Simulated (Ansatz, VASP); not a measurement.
# One calculation of Se, two programs

Contents of INCAR:

```
  PREC = Accurate
  ENCUT = 520
  EDIFF = 1E-6
  ISMEAR = -1
  SIGMA = 0.03
  LREAL = F
  LASPH = T
  NELM = 100
  ALGO = Normal
  ISIF = 2
  LWAVE = F
  LCHARG = F
  NBANDS = 16
```

The input KPOINTS:

```
regular mesh
0
Gamma
  6 6 5
```

File POSCAR:

```
Se
1.0
    4.4535239479      0.0000000000      0.0000000000
   -2.2267619740      3.8568648753      0.0000000000
    0.0000000000      0.0000000000      4.9536000000
Se
3
Direct
    0.2254000000      0.0000000000      0.3333333333
    0.0000000000      0.2254000000      0.6666666667
    0.7746000000      0.7746000000      0.0000000000
```

Input for Ansatz:

```yaml
crystal:
  lattice:
    - [4.4535239479, 0.0, 0.0]
    - [-2.226761974, 3.8568648753, 0.0]
    - [0.0, 0.0, 4.9536]
  atoms:
    - { symbol: Se, position: [0.2254, 0.0, 0.3333333333] }
    - { symbol: Se, position: [0.0, 0.2254, 0.6666666667] }
    - { symbol: Se, position: [0.7746, 0.7746, 0.0] }
kpoints:
  mp_grid: { grid: [6, 6, 5] }
  band_path:
    path:
      - [0.0, 0.0, 0.0]
      - [0.5, 0.0, 0.0]
      - [0.3333333333, 0.3333333333, 0.0]
      - [0.0, 0.0, 0.0]
      - [0.0, 0.0, 0.5]
      - [0.5, 0.0, 0.5]
      - [0.3333333333, 0.3333333333, 0.5]
      - [0.0, 0.0, 0.5]
      - [0.5, 0.0, 0.5]
    npoints: 5
scf:
  occupations: { method: fermi_dirac, width: 0.03 }
hamiltonian:
  xc: lda
  pseudopotentials: { kind: all_electron, lapw: { basis_error: 0.0005 } }
output:
  forces: true
  stress: true
  eigenvalues: true
```

Change from the starting cell: equal xx and yy strain of +2 %.

Alike in both runs: task single point; functional LDA; k mesh 6 × 6 × 5; occupations fermi-dirac, width 0.03 eV; no spin polarisation.

|  | VASP | Ansatz |
| --- | --- | --- |
| version | VASP 6.6.1 | Ansatz 0.2.0 |
| potentials or method | VASP PAW LDA potentials, release 64 (Se), cutoff 520 eV | all-electron LAPW, scalar-relativistic |

|  | VASP | Ansatz | Ansatz less VASP |
| --- | --- | --- | --- |
| gap on the k mesh at the Fermi level (eV) | 1.17 | 1.18 | +0.009 |
| pressure (GPa) | -2.7 | -2.9 | -0.18 |
| traceless stress, the component that is largest in VASP (GPa) | 0.65 | 0.58 | -0.067 |
| rms of the force components (eV/Å) | 0.067 | 0.093 | +0.0262 |

LDA's correlation is that of Perdew and Zunger in VASP and of Perdew and Wang (1992) in Ansatz. Atom by atom the forces differ by 0.026 eV/Å (rms over components). Ansatz ran all-electron here, and VASP with PAW potentials.
